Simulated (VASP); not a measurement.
Set up this calculation in VASP 6.6.1, as the native input.

| Item | Value |
| --- | --- |
| Task | single point |
| Functional | LDA |
| Potentials or basis | VASP PAW LDA potentials, release 64 (Mg_sv, O) |
| Cutoff | 840 eV |
| k mesh | 8 × 8 × 8 |
| Occupations | gaussian, width 0.01 eV |
| Spin | no spin polarisation |
| Dipole correction | no |
| Further INCAR settings | ALGO = Normal; EDIFF = 1e-06; NBANDS = 15 |

The structure of MgO lies in POSCAR:

```
MgO
1.0
    0.0000000000      2.1021680256      2.1021680256
    2.1021680256      0.0000000000      2.1021680256
    2.1021680256      2.1021680256      0.0000000000
Mg O
1 1
Direct
    0.0000000000      0.0000000000      0.0000000000
    0.5000000000      0.5000000000      0.5000000000
```

One way to write it, as run:

INCAR

```
PREC     = Accurate       # precision mode
ENCUT    = 840            # plane-wave cutoff, eV
EDIFF    = 1E-6           # SCF threshold, eV
ISMEAR   = 0              # smearing method
SIGMA    = 0.01           # smearing width, eV
LREAL    = F              # projectors in reciprocal space
LASPH    = T              # aspherical terms in the spheres
NELM     = 120            # most SCF steps
ALGO     = Normal         # electronic algorithm
ISIF     = 2              # what is computed and relaxed
LWAVE    = F              # write WAVECAR
LCHARG   = F              # write CHGCAR
GGA      = CA             # functional
NBANDS   = 15             # bands
GGA_COMPAT= F
```

KPOINTS

```
Automatic mesh
0
Gamma
  8 8 8
```

Potentials or basis: VASP PAW LDA potentials, release 64 (Mg_sv, O).

Launch:

```console
$ cat potpaw_LDA.64/Mg_sv/POTCAR potpaw_LDA.64/O/POTCAR > POTCAR
$ mpirun -np 1 vasp_std > vasp.out
```

It gave:

```yaml
Pressure: -4.7 GPa
Band_gap_on_the_k_mesh: 4.72 eV
```

Caveat: the cell stands under tension.

It took 12 s on 1 thread of Intel(R) Xeon(R) Platinum 8259CL CPU @ 2.50GHz (Skylake/Cascade Lake) (shared host), peak memory 0.14 GiB.
